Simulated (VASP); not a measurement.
# W: relaxation of cell and atoms with PBEsol

W:

```
W
1.0
     2.51964    0.00000    0.00000
     0.00000    2.51964    0.00000
     0.00000    0.00000    2.51964
W
1
Direct
  0.00000 0.00000 0.00000
```

```json
{"Program": "VASP 6.6.1", "Task": "relaxation of cell and atoms", "Functional": "PBEsol", "Potentials or basis": "VASP PAW PBE potentials, release 64 (W_sv)", "Cutoff": "600 eV", "k mesh": "15 × 15 × 15", "Occupations": "fermi-dirac, width 0.1 eV", "Spin": "no spin polarisation", "Target pressure": "31 GPa", "Dipole correction": "no", "Further INCAR settings": "ALGO = Normal; EDIFF = 1e-06; IBRION = 2; EDIFFG = -0.005; NSW = 32; ISIF = 3"}
```

* Relaxed volume: 16.07 Å³/atom
* Relaxed cell: a = 2.524 Å, b = 2.524 Å, c = 2.524 Å, α = 90.00°, β = 90.00°, γ = 90.00°
* Space group after relaxing (to 0.05 Å): Pm-3m (No. 221)
* Energy change on relaxing (the enthalpy is what falls): -14.6 meV/atom
* Ionic steps: 3
* Pressure after relaxing: 31.0 GPa
* Band gap on the k mesh: zero (band 7 reaches 13.03 eV, above the bottom of band 8 at 9.89 eV)

The path:
| step | energy change (eV) | largest force (eV/Å) | pressure (GPa) | volume (Å³) |
| --- | --- | --- | --- | --- |
| 1 | 0.0000 | 0.0000 | 32.61 | 16.00 |
| 2 | -0.0669 | 0.0000 | 24.75 | 16.37 |
| 3 | -0.0146 | 0.0000 | 30.98 | 16.07 |

Final structure:
```
W
1.0
     2.52350    0.00000    0.00000
     0.00000    2.52350    0.00000
     0.00000    0.00000    2.52350
W
1
Direct
  0.00000 0.00000 0.00000
```

Levels at points of the mesh, in eV from the Fermi level:
```tsv
k point	band 3	band 4	band 5	band 6	band 7	band 8	band 9	band 10	band 11
(0.00, 0.00, 0.00)	-37.30	-37.30	-9.18	-5.00	-5.00	5.68	5.68	5.68	15.90
```

Run time: 37 s on 1 thread of AMD EPYC 7R43 64-Core Processor (Zen 3), on a shared host, peak memory 0.11 GiB.

Caveat: the cell is relaxed towards a set pressure, so the enthalpy falls and the energy may rise; the PAW data sets were made with another functional, which shifts forces and pressure a little; spin-orbit coupling is left out, which moves the levels of the heavy elements.
